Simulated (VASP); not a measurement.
Write the native input for VASP 6.6.1 that does the following.

- Task: single point
- Functional: PBE
- Potentials or basis: VASP PAW PBE potentials, release 64 (W_sv, S)
- Cutoff: 520 eV
- k mesh: 4 × 4 × 4
- Occupations: gaussian, width 0.1 eV
- Spin: no spin polarisation
- Dipole correction: no
- Further INCAR settings: ALGO = Normal; EDIFF = 1e-06; NBANDS = 28

The structure of WS lies in POSCAR:

```
WS
1.0
    3.7970784998      0.0000000000      0.0000000000
    0.0000000000      3.7970784998      0.0000000000
    0.0000000000      0.0000000000      4.3938220224
W S
2 2
Direct
    0.0000000000      0.5000000000      0.3604071220
    0.5000000000      0.0000000000      0.6395928780
    0.0000000000      0.0000000000      0.0000000000
    0.5000000000      0.5000000000      0.0000000000
```

These files were run (other wordings do the same):

INCAR

```
SYSTEM = WS
PREC = Accurate ; ENCUT = 520
EDIFF = 1E-6 ; ISMEAR = 0
SIGMA = 0.1 ; LREAL = .FALSE.
LASPH = .TRUE. ; NELM = 80
ALGO = Normal ; ISIF = 2
LWAVE = .FALSE. ; LCHARG = .FALSE.
GGA = PE ; NBANDS = 28
```

KPOINTS

```
regular mesh
0
G
  4 4 4
  0 0 0
```

Potentials or basis: VASP PAW PBE potentials, release 64 (W_sv, S).

Run with:

```sh
$ cat potpaw_PBE.64/W_sv/POTCAR potpaw_PBE.64/S/POTCAR > POTCAR
$ mpirun -np 1 vasp_std > vasp.out
```

Results of the run:

| Item | Value |
| --- | --- |
| Pressure | 0.0 GPa |
| Largest force | 0.035 eV/Å |
| Band gap on the k mesh | zero (band 20 reaches 11.45 eV, above the bottom of band 21 at 9.67 eV) |

Caveat: the k points lie up to 0.41 Å⁻¹ apart; spin-orbit coupling is left out, which moves the levels of the heavy elements.

It took 20 s on 1 thread of Intel(R) Xeon(R) Platinum 8259CL CPU @ 2.50GHz (Skylake/Cascade Lake) (shared host), peak memory 0.18 GiB.
